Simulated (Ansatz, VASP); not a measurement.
BN in VASP and in Ansatz

```
B N
1.0
     4.12211    0.00000    0.00000
     0.00000    4.12211    0.00000
     0.00000    0.00000    3.31776
B N
4 4
Cartesian
  0.9986 0.0000 1.6589
  3.1235 0.0000 1.6589
  0.0000 0.9986 1.6589
  0.0000 3.1235 1.6589
  2.0611 0.0000 2.6125
  0.0000 2.0611 2.6125
  2.0611 0.0000 0.7053
  0.0000 2.0611 0.7053
```

Alike in both runs: task single point; functional PBE; k mesh 4 × 4 × 6; occupations gaussian, width 0.1 eV; no spin polarisation.

```csv
,VASP,Ansatz
version,VASP 6.6.1,Ansatz 0.2.0
potentials or method,"VASP PAW PBE potentials, release 64 (B, N), cutoff 520 eV","scalar-relativistic, plane waves, PAW"
valence electrons in the cell,32,32
```

|  | VASP | Ansatz | Ansatz less VASP |
| --- | --- | --- | --- |
| gap on the k mesh at the Fermi level (eV) | none | none | - |
| rms of the force components (eV/Å) | 6.070 | 6.059 | -0.0111 |

Atom by atom the forces differ by 0.012 eV/Å (rms over components). A gap of «none» marks a metal or a gap that the smearing closes.

The k mesh is coarse, so the values compare programs but aren't converged.
